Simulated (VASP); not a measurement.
# Cr (Im-3m) in VASP: a series of runs

The runs below take Cr through single point, with PBE.

Program: VASP 6.6.1. These are calculated values, not measurements. Logs are shortened: lines on timing, memory, paths and dates and some standing lists are left out, and cuts for length are marked.

### Step 1. The cell of the first run

The structure is cubic, space group Im-3m (No. 229). Conventional cell: a = 2.969 Å, b = 2.969 Å, c = 2.969 Å, α = 90.00°, β = 90.00°, γ = 90.00°. Within 3.4 Å of Cr (site symmetry m-3m) lie 14 Cr at 2.57 to 2.97 Å.

### Step 2. Single point, PBE

Input file INCAR:

```
SYSTEM = Cr
PREC = Accurate
ENCUT = 520
EDIFF = 1E-6
ISMEAR = -1
SIGMA = 0.05
LREAL = .False.
LASPH = .True.
NELM = 100
ALGO = Normal
ISIF = 2
LWAVE = .False.
LCHARG = .True.
GGA = PE
LELF = .True.
LVHAR = .True.
NBANDS = 19
```

Input file KPOINTS:

```
Automatic mesh
0
Gamma
  11 11 11
  0 0 0
```

Input file POSCAR:

```
Cr
1.0
    2.9688993551      0.0000000000      0.0000000000
    0.0000000000      2.9688993551      0.0000000000
    0.0000000000      0.0000000000      2.9688993551
Cr
2
Direct
    0.0000000000      0.0000000000      0.0000000000
    0.5000000000      0.5000000000      0.5000000000
```

Potentials or basis: VASP PAW PBE potentials, release 64 (Cr_pv).

Command:

```console
cat potpaw_PBE.64/Cr_pv/POTCAR > POTCAR
mpirun -np 1 vasp_std > vasp.out
```

OUTCAR:

```text
SYSTEM = Cr
   PREC = Accurate
   ENCUT = 520
   EDIFF = 1E-6
   ISMEAR = -1
   LREAL = .False.
   LASPH = .True.
   NELM = 100
   ISIF = 2
   GGA = PE

 ion  position               nearest neighbor table
   1  0.000  0.000  0.000-   2 2.57   2 2.57   2 2.57   2 2.57   2 2.57   2 2.57   2 2.57   2 2.57

   2  0.500  0.500  0.500-   1 2.57   1 2.57   1 2.57   1 2.57   1 2.57   1 2.57   1 2.57   1 2.57

  LATTYP: Found a simple cubic cell.
 ALAT       =     2.9688993551

  Lattice vectors:

 A1 = (   2.9688993551,   0.0000000000,   0.0000000000)
 A2 = (   0.0000000000,   2.9688993551,   0.0000000000)
 A3 = (   0.0000000000,   0.0000000000,   2.9688993551)

Analysis of symmetry for initial positions (statically):
=====================================================================
 Subroutine PRICEL returns following result:

  LATTYP: Found a body centered cubic cell.
 ALAT       =     2.9688993551

  Lattice vectors:

 A1 = (   1.4844496776,   1.4844496776,  -1.4844496775)
 A2 = (  -1.4844496776,   1.4844496775,   1.4844496775)
 A3 = (   1.4844496776,  -1.4844496775,   1.4844496776)

   2 primitive cells build up your supercell.

 Routine SETGRP: Setting up the symmetry group for a
 simple cubic supercell.

 Subroutine GETGRP returns: Found 48 space group operations
 (whereof 48 operations were pure point group operations)
 out of a pool of 48 trial point group operations.

The static configuration has the point symmetry O_h .

Analysis of symmetry for dynamics (positions and initial velocities):
=====================================================================
 Subroutine PRICEL returns following result:

  LATTYP: Found a body centered cubic cell.
 ALAT       =     2.9688993551

  Lattice vectors:

 A1 = (   1.4844496776,   1.4844496776,  -1.4844496775)
 A2 = (  -1.4844496776,   1.4844496775,   1.4844496775)
 A3 = (   1.4844496776,  -1.4844496775,   1.4844496776)

   2 primitive cells build up your supercell.

 Routine SETGRP: Setting up the symmetry group for a
 simple cubic supercell.

 Subroutine GETGRP returns: Found 48 space group operations
 (whereof 48 operations were pure point group operations)
 out of a pool of 48 trial point group operations.

The dynamic configuration has the point symmetry O_h .

 Subroutine INISYM returns: Found 48 space group operations
 (whereof 48 operations are pure point group operations),
 and found     2 'primitive' translations

----------------------------------------------------------------------------------------

                                     Primitive cell

  volume of cell :      13.0845

  direct lattice vectors                    reciprocal lattice vectors
     1.484449678  1.484449678 -1.484449678     0.336825160  0.336825160  0.000000000
    -1.484449678  1.484449678  1.484449678    -0.000000000  0.336825160  0.336825160
     1.484449678 -1.484449678  1.484449678     0.336825160  0.000000000  0.336825160

  length of vectors
     2.571142263  2.571142263  2.571142263     0.476342709  0.476342709  0.476342709

  position of ions in fractional coordinates (direct lattice)
     0.000000000  0.000000000  0.000000000

  ion indices of the primitive-cell ions
   primitive index   ion index
                 1           1

----------------------------------------------------------------------------------------

 KPOINTS: Automatic mesh

Automatic generation of k-mesh.
 Grid dimensions read from file:
 generate k-points for:   11   11   11

 Generating k-lattice:

  Cartesian coordinates                     Fractional coordinates (reciprocal lattice)
     0.030620469  0.000000000  0.000000000     0.090909091  0.000000000  0.000000000
     0.000000000  0.030620469  0.000000000     0.000000000  0.090909091  0.000000000
     0.000000000  0.000000000  0.030620469     0.000000000  0.000000000  0.090909091

  Length of vectors
     0.030620469  0.030620469  0.030620469

  Shift w.r.t. Gamma in fractional coordinates (k-lattice)
     0.000000000  0.000000000  0.000000000

 Subroutine IBZKPT returns following result:
 ===========================================

 Found     56 irreducible k-points:

 Following reciprocal coordinates:
            Coordinates               Weight
  0.000000  0.000000  0.000000      1.000000
  0.090909  0.000000  0.000000      6.000000
  0.181818  0.000000  0.000000      6.000000
  0.272727  0.000000  0.000000      6.000000
  0.363636  0.000000  0.000000      6.000000
  0.454545  0.000000  0.000000      6.000000
[... 16 lines left out ...]
  0.181818  0.090909  0.090909     24.000000
  0.272727  0.090909  0.090909     24.000000
 [... further k-points ...]
   k-points           NKPTS =     56   k-points in BZ     NKDIM =     56   number of bands    NBANDS=     19
   number of dos      NEDOS =    301   number of ions     NIONS =      2
   total plane-waves  NPLWV =  13824
   dimension x,y,z NGX =    24 NGY =   24 NGZ =   24
   dimension x,y,z NGXF=    48 NGYF=   48 NGZF=   48
   ions per type =               2
   NGX,Y,Z   is equivalent  to a cutoff of  13.44, 13.44, 13.44 a.u.
   NGXF,Y,Z  is equivalent  to a cutoff of  26.88, 26.88, 26.88 a.u.
 SYSTEM =  Cr
   PREC   = accura    normal or accurate (medium, high low for compatibility)
   ISTART =      0    job   : 0-new  1-cont  2-samecut
   ICHARG =      2    charge: 1-file 2-atom 10-const
   ISPIN  =      1    spin polarized calculation?
   LNONCOLLINEAR =      F non collinear calculations
   LSORBIT =      F    spin-orbit coupling
   LASPH  =      T    aspherical Exc in radial PAW
   ENCUT  =  520.0 eV  38.22 Ry    6.18 a.u.   5.52  5.52  5.52*2*pi/ulx,y,z
   NELM   =    100;   NELMIN=  2; NELMDL= -5     # of ELM steps
   EDIFF  = 0.1E-05   stopping-criterion for ELM
   LREAL  =      F    real-space projection
   EDIFFG = 0.1E-04   stopping-criterion for IOM
   NSW    =      0    number of steps for IOM
   IBRION =     -1    ionic relax: 0-MD 1-quasi-New 2-CG
   NFREE  =      0    steps in history (QN), initial steepest desc. (CG)
   ISIF   =      2    stress and relaxation
   ISYM   =      2    0-nonsym 1-usesym 2-fastsym
   POTIM  = 0.5000    time-step for ionic-motion
   TEBEG  =    0.0;   TEEND  =   0.0 temperature during run
   PSTRESS=    0.0 pullay stress
   NELECT =      24.0000    total number of electrons
   NUPDOWN=      -1.0000    fix difference up-down
   EMIN   =  10.00;   EMAX   =-10.00  energy-range for DOS
   EFERMI =   0.00;   METHOD = LEGACY
   ISMEAR =    -1;   SIGMA  =   0.05  broadening in eV -4-tet -1-fermi 0-gaus
   EFERMI_NEDOS =   21; number of points for ismear=-14 and -15
   IALGO  =     38    algorithm
   IMIX   =      4    mixing-type and parameters
     AMIX     =   0.40;   BMIX     =  1.00
     AMIX_MAG =   1.60;   BMIX_MAG =  1.00
  volume/ion in A,a.u.               =      13.08        88.30
  Fermi-wavevector in a.u.,A,eV,Ry     =   1.590559  3.005721 34.421077  2.529878
  Thomas-Fermi vector in A             =   2.689235
   LORBIT       =      0    0 simple, 1 ext, 2 COOP (PROOUT), +10 PAW based schemes
   GGA     = PE    functional components
   LHFCALC =     F    Hartree Fock is set to
   AEXX    =    0.0000 exact exchange contribution
   IVDW    =     0    specifies the selected vdW correction
   LEPSILON=     F    determine dielectric tensor
   LRPA    =     F    only Hartree local field effects (RPA)
 non-spin polarized calculation
  energy-cutoff  :      520.00
  volume of cell :       26.17
 maximum number of plane-waves:       739
 NGX is ok and might be reduce to    24
   NGX = 11   NGY = 11   NGZ = 11

 number of electron      24.0000016 magnetization

 Free energy of the ion-electron system (eV)
  ---------------------------------------------------
  ext. energy  EPLUGINS =         0.00000000
  ---------------------------------------------------
  free energy    TOTEN  =       -18.76859161 eV

  energy without entropy =      -18.75458937  energy(sigma->0) =      -18.76159049

 E-fermi :   9.2846     XC(G=0): -12.9648

 val. band max:        9.2622167173   @ k =   0.1818   0.1818   0.0909
 cond. band min:       9.2961164268   @ k =   0.3636   0.0000   0.0000
 fundamental gap:      0.0338997095
 Fermi energy:         9.2846212930

 k-point     1 :       0.0000    0.0000    0.0000
  band No.  band energies     occupation
      1     -34.0106      2.00000
      2     -34.0106      2.00000
      3     -34.0106      2.00000
      4     -33.5819      2.00000
      5     -33.5819      2.00000
      6     -33.5819      2.00000
[... 11 lines left out ...]
     18      16.3416      0.00000
     19      16.3459      0.00000

 k-point     2 :       0.0909    0.0000    0.0000
  band No.  band energies     occupation
      1     -34.0103      2.00000
      2     -34.0014      2.00000
      3     -34.0014      2.00000
      4     -33.5993      2.00000
      5     -33.5900      2.00000
      6     -33.5900      2.00000
[... 11 lines left out ...]
     18      16.3406      0.00000
     19      16.3459      0.00000

 k-point     3 :       0.1818    0.0000    0.0000
  band No.  band energies     occupation
      1     -34.0076      2.00000
      2     -33.9747      2.00000
      3     -33.9747      2.00000
      4     -33.6481      2.00000
      5     -33.6139      2.00000
      6     -33.6139      2.00000
[... 11 lines left out ...]
     18      16.2109      0.00000
     19      16.3548      0.00000

 k-point     4 :       0.2727    0.0000    0.0000
  band No.  band energies     occupation
      1     -33.9974      2.00000
      2     -33.9328      2.00000
      3     -33.9328      2.00000
      4     -33.7184      2.00000
      5     -33.6519      2.00000
      6     -33.6519      2.00000
[... 407 lines left out ...]
     18      16.3400      0.00000
     19      16.3457      0.00000

 k-point    23 :       0.1818    0.0909    0.0909
  band No.  band energies     occupation
      1     -34.0359      2.00000
      2     -33.9882      2.00000
      3     -33.9038      2.00000
      4     -33.7238      2.00000
      5     -33.6152      2.00000
      6     -33.5941      2.00000
[... 11 lines left out ...]
     18      16.3322      0.00000
     19      16.3457      0.00000

 k-point    24 :       0.2727    0.0909    0.0909
  band No.  band energies     occupation
      1     -34.0433      2.00000
      2     -33.9450      2.00000
      3     -33.8547      2.00000
      4     -33.7996      2.00000
      5     -33.6546      2.00000
      6     -33.6149      2.00000
[... 11 lines left out ...]
     18      14.8296      0.00000
     19      16.3455      0.00000

 [... further k-points ...]
[... 5 lines left out ...]
  --------------------------------------------------------------------------------------
  -------------------------------------------------------------------------------------
  Total       -4.0799298     -4.0799298     -4.0799298     -0.0000000     -0.0000000      0.0000000
  in kB     -249.7910352   -249.7910352   -249.7910352     -0.0000000     -0.0000000      0.0000000
  external PRESSURE =    -249.7910352 kB  Pullay stress =       0.0000000 kB

 VOLUME and BASIS-vectors are now :
 -----------------------------------------------------------------------------
  energy-cutoff  :      520.00
  volume of cell :       26.17
      direct lattice vectors                 reciprocal lattice vectors
     2.968899355  0.000000000  0.000000000     0.336825160  0.000000000  0.000000000
     0.000000000  2.968899355  0.000000000     0.000000000  0.336825160  0.000000000
     0.000000000  0.000000000  2.968899355     0.000000000  0.000000000  0.336825160

 POSITION                                       TOTAL-FORCE (eV/Angst)
 -----------------------------------------------------------------------------------
      0.00000      0.00000      0.00000         0.000000      0.000000      0.000000
      1.48445      1.48445      1.48445        -0.000000     -0.000000     -0.000000
 -----------------------------------------------------------------------------------
    total drift:                                0.000000      0.000000     -0.000000

  FREE ENERGIE OF THE ION-ELECTRON SYSTEM (eV)
  ---------------------------------------------------
  free  energy   TOTEN  =       -18.7685916134 eV

  energy  without entropy=      -18.7545893662  energy(sigma->0) =      -18.76159049
```

It took 16 s on 1 thread of Intel Xeon Platinum 8259CL at 2.50GHz (Skylake/Cascade Lake), shared host; peak memory 0.15 GiB.

What came out:

```
Free energy            : -18.7686 eV
Pressure               : -25.0 GPa
Band gap on the k mesh : zero (bands 12 and 13 overlap by 0.80 eV)
```

Caveat: the cell stands under tension; the run has no spin polarisation, though such a crystal can be magnetic.

[end of part 1 of 3]
